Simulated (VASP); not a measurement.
# Be (Pm-3m) in VASP: further runs

The runs below take Be through density of states, with PBE.

Program: VASP 6.6.1. These are calculated values, not measurements. Logs are shortened: lines on timing, memory, paths and dates and some standing lists are left out, and cuts for length are marked.

### 1 The cell of the first run

It takes space group Pm-3m (No. 221, cubic). The conventional cell has a = 2.082 Å, b = 2.082 Å, c = 2.082 Å, α = 90.00°, β = 90.00°, γ = 90.00°. Be (site symmetry m-3m) has 6 Be at 2.08 Å within 2.8 Å.

### 2 Density of states, PBE (volume scaled by 0.88)

POSCAR

```
Be
1.0
    2.0819686064      0.0000000000      0.0000000000
    0.0000000000      2.0819686064      0.0000000000
    0.0000000000      0.0000000000      2.0819686064
Be
1
Direct
    0.0000000000      0.0000000000      0.0000000000
```

INCAR.step1

```
PREC = Accurate ; ENCUT = 520
EDIFF = 1E-6 ; ISMEAR = -1
SIGMA = 0.1 ; LREAL = F
LASPH = T ; NELM = 120
ALGO = Normal ; ISIF = 2
LWAVE = F ; LCHARG = T
GGA = PE ; NBANDS = 7
GGA_COMPAT = F ; NEDOS = 2001
LORBIT = 11
```

KPOINTS.step1

```
regular mesh
0
Gamma
  20 20 20
```

INCAR.step2

```
PREC = Accurate ; ENCUT = 520
EDIFF = 1E-6 ; ISMEAR = -5
SIGMA = 0.1 ; LREAL = F
LASPH = T ; NELM = 120
ALGO = Normal ; ISIF = 2
LWAVE = F ; LCHARG = F
GGA = PE ; LORBIT = 11
NBANDS = 7 ; NEDOS = 1001
ICHARG = 11 ; GGA_COMPAT = F
```

KPOINTS.step2

```
regular mesh
0
Gamma
  30 30 30
```

Potentials or basis: VASP PAW PBE potentials, release 64 (Be).

Command:

```console
$ cat potpaw_PBE.64/Be/POTCAR > POTCAR
$ cp INCAR.step1 INCAR
$ cp KPOINTS.step1 KPOINTS
$ mpirun -np 1 vasp_std > vasp.out
$ cp INCAR.step2 INCAR
$ cp KPOINTS.step2 KPOINTS
$ mpirun -np 1 vasp_std > vasp.out
```

OUTCAR:

```text
PREC = Accurate
   ENCUT = 520
   EDIFF = 1E-6
   ISMEAR = -5
   LREAL = F
   LASPH = T
   NELM = 120
   ISIF = 2
   GGA = PE
   LORBIT = 11
   ICHARG = 11

 ion  position               nearest neighbor table
   1  0.000  0.000  0.000-

  LATTYP: Found a simple cubic cell.
 ALAT       =     2.0819686064

  Lattice vectors:

 A1 = (   2.0819686064,   0.0000000000,   0.0000000000)
 A2 = (   0.0000000000,   2.0819686064,   0.0000000000)
 A3 = (   0.0000000000,   0.0000000000,   2.0819686064)

Analysis of symmetry for initial positions (statically):
=====================================================================
 Subroutine PRICEL returns:
 Original cell was already a primitive cell.

 Routine SETGRP: Setting up the symmetry group for a
 simple cubic supercell.

 Subroutine GETGRP returns: Found 48 space group operations
 (whereof 48 operations were pure point group operations)
 out of a pool of 48 trial point group operations.

The static configuration has the point symmetry O_h .

Analysis of symmetry for dynamics (positions and initial velocities):
=====================================================================
 Subroutine PRICEL returns:
 Original cell was already a primitive cell.

 Routine SETGRP: Setting up the symmetry group for a
 simple cubic supercell.

 Subroutine GETGRP returns: Found 48 space group operations
 (whereof 48 operations were pure point group operations)
 out of a pool of 48 trial point group operations.

The dynamic configuration has the point symmetry O_h .

 Subroutine INISYM returns: Found 48 space group operations
 (whereof 48 operations are pure point group operations),
 and found     1 'primitive' translations

----------------------------------------------------------------------------------------

                                     Primitive cell

  volume of cell :       9.0245

  direct lattice vectors                    reciprocal lattice vectors
     2.081968606  0.000000000  0.000000000     0.480314639  0.000000000  0.000000000
     0.000000000  2.081968606  0.000000000     0.000000000  0.480314639  0.000000000
     0.000000000  0.000000000  2.081968606     0.000000000  0.000000000  0.480314639

  length of vectors
     2.081968606  2.081968606  2.081968606     0.480314639  0.480314639  0.480314639

  position of ions in fractional coordinates (direct lattice)
     0.000000000  0.000000000  0.000000000

  ion indices of the primitive-cell ions
   primitive index   ion index
                 1           1

----------------------------------------------------------------------------------------

 KPOINTS: regular mesh

Automatic generation of k-mesh.
 Grid dimensions read from file:
 generate k-points for:   30   30   30

 Generating k-lattice:

  Cartesian coordinates                     Fractional coordinates (reciprocal lattice)
     0.016010488  0.000000000  0.000000000     0.033333333  0.000000000  0.000000000
     0.000000000  0.016010488  0.000000000     0.000000000  0.033333333  0.000000000
     0.000000000  0.000000000  0.016010488     0.000000000  0.000000000  0.033333333

  Length of vectors
     0.016010488  0.016010488  0.016010488

  Shift w.r.t. Gamma in fractional coordinates (k-lattice)
     0.000000000  0.000000000  0.000000000

 TETIRR: Found  13472 inequivalent tetrahedra from   162000

 Subroutine IBZKPT returns following result:
 ===========================================

 Found    816 irreducible k-points:

 Following reciprocal coordinates:
            Coordinates               Weight
  0.000000  0.000000  0.000000      1.000000
  0.033333  0.000000  0.000000      6.000000
  0.066667  0.000000  0.000000      6.000000
  0.100000  0.000000  0.000000      6.000000
  0.133333  0.000000  0.000000      6.000000
  0.166667  0.000000  0.000000      6.000000
[... 16 lines left out ...]
  0.233333  0.033333  0.000000     24.000000
  0.266667  0.033333  0.000000     24.000000
 [... further k-points ...]
   k-points           NKPTS =    816   k-points in BZ     NKDIM =    816   number of bands    NBANDS=      7
   number of dos      NEDOS =   1001   number of ions     NIONS =      1
   total plane-waves  NPLWV =   4096
   dimension x,y,z NGX =    16 NGY =   16 NGZ =   16
   dimension x,y,z NGXF=    32 NGYF=   32 NGZF=   32
   ions per type =               1
   NGX,Y,Z   is equivalent  to a cutoff of  12.78, 12.78, 12.78 a.u.
   NGXF,Y,Z  is equivalent  to a cutoff of  25.55, 25.55, 25.55 a.u.
 SYSTEM =  unknown system
   PREC   = accura    normal or accurate (medium, high low for compatibility)
   ISTART =      0    job   : 0-new  1-cont  2-samecut
   ICHARG =     11    charge: 1-file 2-atom 10-const
   ISPIN  =      1    spin polarized calculation?
   LNONCOLLINEAR =      F non collinear calculations
   LSORBIT =      F    spin-orbit coupling
   LASPH  =      T    aspherical Exc in radial PAW
   ENCUT  =  520.0 eV  38.22 Ry    6.18 a.u.   3.87  3.87  3.87*2*pi/ulx,y,z
   NELM   =    120;   NELMIN=  2; NELMDL=  0     # of ELM steps
   EDIFF  = 0.1E-05   stopping-criterion for ELM
   LREAL  =      F    real-space projection
   EDIFFG = 0.1E-04   stopping-criterion for IOM
   NSW    =      0    number of steps for IOM
   IBRION =     -1    ionic relax: 0-MD 1-quasi-New 2-CG
   NFREE  =      0    steps in history (QN), initial steepest desc. (CG)
   ISIF   =      2    stress and relaxation
   ISYM   =      2    0-nonsym 1-usesym 2-fastsym
   POTIM  = 0.5000    time-step for ionic-motion
   TEBEG  =    0.0;   TEEND  =   0.0 temperature during run
   PSTRESS=    0.0 pullay stress
   NELECT =       2.0000    total number of electrons
   NUPDOWN=      -1.0000    fix difference up-down
   EMIN   =  10.00;   EMAX   =-10.00  energy-range for DOS
   EFERMI =   0.00;   METHOD = LEGACY
   ISMEAR =    -5;   SIGMA  =   0.10  broadening in eV -4-tet -1-fermi 0-gaus
   EFERMI_NEDOS =   21; number of points for ismear=-14 and -15
   IALGO  =     38    algorithm
   IMIX   =      4    mixing-type and parameters
     AMIX     =   0.40;   BMIX     =  1.00
     AMIX_MAG =   1.60;   BMIX_MAG =  1.00
  volume/ion in A,a.u.               =       9.02        60.90
  Fermi-wavevector in a.u.,A,eV,Ry     =   0.990704  1.872159 13.354047  0.981495
  Thomas-Fermi vector in A             =   2.122393
   LORBIT       =     11    0 simple, 1 ext, 2 COOP (PROOUT), +10 PAW based schemes
   GGA     = PE    functional components
   LHFCALC =     F    Hartree Fock is set to
   AEXX    =    0.0000 exact exchange contribution
   IVDW    =     0    specifies the selected vdW correction
   LEPSILON=     F    determine dielectric tensor
   LRPA    =     F    only Hartree local field effects (RPA)
 non-spin polarized calculation
 Fermi weights with tetrahedron method with Bloechl corrections
  energy-cutoff  :      520.00
  volume of cell :        9.02
 maximum number of plane-waves:       280
 NGX is ok and might be reduce to    16

 number of electron       2.0000000 magnetization

 Free energy of the ion-electron system (eV)
  ---------------------------------------------------
  ext. energy  EPLUGINS =         0.00000000
  ---------------------------------------------------
  free energy    TOTEN  =        -2.71986610 eV

  energy without entropy =       -2.71986610  energy(sigma->0) =       -2.71986610

 E-fermi :   5.8466     XC(G=0): -10.1646

 val. band max:        5.8577328494   @ k =   0.5000   0.4333   0.0333
 cond. band min:       5.7812604800   @ k =   0.5000   0.3333   0.0667
 fundamental gap:     -0.0764723693
 Fermi energy:         5.8465566674

 k-point     1 :       0.0000    0.0000    0.0000
  band No.  band energies     occupation
      1      -4.6357      2.00000
      2      20.6193      0.00000
      3      20.6193      0.00000
      4      20.6193      0.00000
      5      26.4450      0.00000
      6      26.4450      0.00000
      7      36.5815      0.00000

 k-point     2 :       0.0333    0.0000    0.0000
  band No.  band energies     occupation
      1      -4.6066      2.00000
      2      20.1126      0.00000
      3      20.6498      0.00000
      4      20.6498      0.00000
      5      26.4819      0.00000
      6      26.9975      0.00000
      7      36.5492      0.00000

 k-point     3 :       0.0667    0.0000    0.0000
  band No.  band energies     occupation
      1      -4.5192      2.00000
      2      18.9451      0.00000
      3      20.7412      0.00000
      4      20.7412      0.00000
      5      26.5927      0.00000
      6      28.2969      0.00000
      7      36.4586      0.00000

 k-point     4 :       0.1000    0.0000    0.0000
  band No.  band energies     occupation
      1      -4.3739      2.00000
      2      17.5364      0.00000
      3      20.8923      0.00000
      4      20.8923      0.00000
      5      26.7771      0.00000
      6      29.9017      0.00000
      7      36.3334      0.00000

 k-point     5 :       0.1333    0.0000    0.0000
  band No.  band energies     occupation
      1      -4.1709      2.00000
      2      16.0643      0.00000
      3      21.1015      0.00000
      4      21.1015      0.00000
      5      27.0346      0.00000
      6      31.5741      0.00000
      7      36.2353      0.00000

 k-point     6 :       0.1667    0.0000    0.0000
  band No.  band energies     occupation
      1      -3.9106      2.00000
      2      14.5967      0.00000
      3      21.3661      0.00000
      4      21.3661      0.00000
      5      27.3644      0.00000
      6      33.0623      0.00000
      7      36.3478      0.00000

 k-point     7 :       0.2000    0.0000    0.0000
  band No.  band energies     occupation
      1      -3.5940      2.00000
      2      13.1631      0.00000
      3      21.6821      0.00000
      4      21.6821      0.00000
      5      27.7655      0.00000
      6      33.9096      0.00000
      7      37.0914      0.00000
[... 121 lines left out ...]
 k-point    20 :       0.1333    0.0333    0.0000
  band No.  band energies     occupation
      1      -4.1415      2.00000
      2      16.0580      0.00000
      3      20.7037      0.00000
      4      21.1319      0.00000
      5      27.4483      0.00000
      6      31.6811      0.00000
      7      36.1650      0.00000

 k-point    21 :       0.1667    0.0333    0.0000
  band No.  band energies     occupation
      1      -3.8811      2.00000
      2      14.5992      0.00000
      3      20.9705      0.00000
      4      21.3963      0.00000
      5      27.7750      0.00000
      6      33.1502      0.00000
      7      36.2648      0.00000

 k-point    22 :       0.2000    0.0333    0.0000
  band No.  band energies     occupation
      1      -3.5643      2.00000
      2      13.1715      0.00000
      3      21.2911      0.00000
      4      21.7121      0.00000
      5      28.1704      0.00000
      6      33.9339      0.00000
      7      37.0333      0.00000

 k-point    23 :       0.2333    0.0333    0.0000
  band No.  band energies     occupation
      1      -3.1922      2.00000
      2      11.7911      0.00000
      3      21.6597      0.00000
      4      22.0738      0.00000
      5      28.6331      0.00000
      6      33.9857      0.00000
      7      38.4759      0.00000

 k-point    24 :       0.2667    0.0333    0.0000
  band No.  band energies     occupation
      1      -2.7667      2.00000
      2      10.4680      0.00000
      3      22.0688      0.00000
      4      22.4736      0.00000
      5      29.1602      0.00000
      6      33.7512      0.00000
      7      40.0637      0.00000

 [... further k-points ...]
[... 5 lines left out ...]
  --------------------------------------------------------------------------------------
  -------------------------------------------------------------------------------------
  Total        0.6781689      0.6781689      0.6781689      0.0000000      0.0000000      0.0000000
  in kB      120.3998431    120.3998431    120.3998431      0.0000000      0.0000000      0.0000000
  external PRESSURE =     120.3998431 kB  Pullay stress =       0.0000000 kB

 VOLUME and BASIS-vectors are now :
 -----------------------------------------------------------------------------
  energy-cutoff  :      520.00
  volume of cell :        9.02
      direct lattice vectors                 reciprocal lattice vectors
     2.081968606  0.000000000  0.000000000     0.480314639  0.000000000  0.000000000
     0.000000000  2.081968606  0.000000000     0.000000000  0.480314639  0.000000000
     0.000000000  0.000000000  2.081968606     0.000000000  0.000000000  0.480314639

 POSITION                                       TOTAL-FORCE (eV/Angst)
 -----------------------------------------------------------------------------------
      0.00000      0.00000      0.00000         0.000000      0.000000      0.000000
 -----------------------------------------------------------------------------------
    total drift:                                0.000000     -0.000000     -0.000000

  FREE ENERGIE OF THE ION-ELECTRON SYSTEM (eV)
  ---------------------------------------------------
  free  energy   TOTEN  =        -2.7198661007 eV

  energy  without entropy=       -2.7198661007  energy(sigma->0) =       -2.71986610

 total charge

# of ion       s       p       d       tot
------------------------------------------
    1        0.483   0.629   0.000   1.112
```

Wall time 24 s (1 thread of Intel Xeon Platinum 8259CL at 2.50GHz (Skylake/Cascade Lake), shared host); peak memory 0.16 GiB.

What came out:

```
Valence electrons inside the program's atomic spheres : Be 1.11
```

Levels at points of the mesh, in eV from the Fermi level:
```tsv
k point	band 1	band 2	band 3	band 4
(0.00, 0.00, 0.00)	-10.48	14.77	14.77	14.77
(0.50, 0.00, 0.00)	-5.33	-1.68	18.90	18.90
(0.50, 0.50, 0.00)	0.58	0.58	6.81	8.33
(0.50, 0.50, 0.50)	5.81	5.81	5.81	14.01
```

Caveat: the cell differs from its parent crystal (volume scaled by 0.88); tetrahedron occupations give inexact forces and stress in metals.

### 3 Density of states, PBE

This run uses another cell than the first one, of 10.26 Å³/atom, 1.136 times its volume.

POSCAR

```
Be
1.0
    2.1726008871      0.0000000000      0.0000000000
    0.0000000000      2.1726008871      0.0000000000
    0.0000000000      0.0000000000      2.1726008871
Be
1
Direct
    0.0000000000      0.0000000000      0.0000000000
```

INCAR.step1

```
PREC = Accurate
ENCUT = 520
EDIFF = 1E-6
ISMEAR = -1
SIGMA = 0.1
LREAL = False
LASPH = True
NELM = 120
ALGO = Normal
ISIF = 2
LWAVE = False
LCHARG = True
GGA = PE
NBANDS = 7
GGA_COMPAT = False
NEDOS = 2001
LORBIT = 11
```

KPOINTS.step1 is that of step 2.

INCAR.step2

```
PREC = Accurate
ENCUT = 520
EDIFF = 1E-6
ISMEAR = -5
SIGMA = 0.1
LREAL = False
LASPH = True
NELM = 120
ALGO = Normal
ISIF = 2
LWAVE = False
LCHARG = False
GGA = PE
LORBIT = 11
NBANDS = 7
NEDOS = 2001
ICHARG = 11
GGA_COMPAT = False
```

KPOINTS.step2 is that of step 2.

Potentials or basis: VASP PAW PBE potentials, release 64 (Be).

Command:

```console
$ cat potpaw_PBE.64/Be/POTCAR > POTCAR
$ cp INCAR.step1 INCAR
$ cp KPOINTS.step1 KPOINTS
$ mpirun -np 1 vasp_std > vasp.out
$ cp INCAR.step2 INCAR
$ cp KPOINTS.step2 KPOINTS
$ mpirun -np 1 vasp_std > vasp.out
```

Run time: 26 s. Hardware: 1 thread of Intel Xeon Platinum 8259CL at 2.50GHz (Skylake/Cascade Lake), shared host; peak memory 0.17 GiB.

Results (log left out):

```
Valence electrons inside the program's atomic spheres : Be 1.01
```

Levels at points of the mesh, in eV from the Fermi level:
```
           k point  band 1  band 2  band 3  band 4  band 5
(0.00, 0.00, 0.00)   -9.70   13.52   13.52   13.52   19.19
(0.50, 0.00, 0.00)   -4.66   -1.79   17.18   17.18   24.70
(0.50, 0.50, 0.00)    0.67    0.67    6.65    7.14   20.19
(0.50, 0.50, 0.50)    5.36    5.36    5.36   13.21   13.21
```

Caveat: tetrahedron occupations give inexact forces and stress in metals.

(Continued in part 2 of 2.)
